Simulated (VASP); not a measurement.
Wanted: the native input for a VASP 6.6.1 run.

| Quantity | Value |
| --- | --- |
| Task | single point |
| Functional | PBE |
| Dispersion | D3(BJ) |
| Potentials or basis | VASP PAW PBE potentials, release 64 (C, H) |
| Cutoff | 520 eV |
| k mesh | 2 × 2 × 1 |
| Occupations | fermi-dirac, width 0.02 eV |
| Spin | no spin polarisation |
| Dipole correction | no |
| Further INCAR settings | LREAL = Auto; ALGO = Normal; EDIFF = 1e-06; NBANDS = 53 |

The structure of HC9 lies in POSCAR:

```
HC9
1.0
    7.3980000000      0.0000000000      0.0000000000
   -3.6990000000      6.4068560000      0.0000000000
    0.0000000000      0.0000000000     12.0000000000
C H
18 2
Direct
   -0.0030717480      0.0049946495      0.0665000000
    0.2255778984      0.1286902656      0.0615666667
    0.0033905532      0.3452239289      0.0609666667
    0.2299335912      0.4576503670      0.0698166667
   -0.0014776949      0.6712808903      0.0587750000
    0.2219685018      0.7883273793      0.0587083333
    0.3309464194      0.0123929740      0.0594833333
    0.5510842398      0.1131444190      0.0543583333
    0.3399071553      0.3521852216      0.0681083333
    0.5597350915      0.4542633704      0.0552833333
    0.3326778855      0.6791162467      0.0705166667
    0.5544396774      0.7836292871      0.0645666667
    0.6660500110      0.0096615251      0.0533250000
    0.8906037842      0.1216509314      0.0555750000
    0.6634375292      0.3384187189      0.0592416667
    0.8843346729      0.4441492052      0.0558083333
    0.6675874539      0.6746991036      0.0541250000
    0.8923507378      0.7838634113      0.0579250000
    0.7781263524      0.4531707908      0.3251666667
    0.7021612823      0.4274639542      0.2715666667
```

These files were run (other wordings do the same):

INCAR

```
ALGO = Normal ; EDIFF = 1E-6
ENCUT = 520 ; GGA = PE
ISIF = 2 ; ISMEAR = -1
IVDW = 12 ; LASPH = True
LCHARG = False ; LREAL = Auto
LWAVE = False ; NBANDS = 53
NELM = 80 ; PREC = Accurate
SIGMA = 0.02
```

KPOINTS

```
k-points
0
Gamma
  2 2 1
```

Potentials or basis: VASP PAW PBE potentials, release 64 (C, H).

Command:

```sh
$ cat potpaw_PBE.64/C/POTCAR potpaw_PBE.64/H/POTCAR > POTCAR
$ mpirun -np 1 vasp_std > vasp.out
```

Results of the run:

```
Largest force              : 2.536 eV/Å
Band gap on the k mesh     : 0.08 eV
Dispersion energy per atom : -0.084 eV
```

Caveat: the k points lie up to 0.49 Å⁻¹ apart; the atoms stand as in a frame of molecular dynamics; there is no dipole correction, which matters where the two faces differ.

Run time: 2.6 min on 1 thread of AMD EPYC 9R45 96-Core Processor (Zen 5) (shared host), peak memory 0.54 GiB.
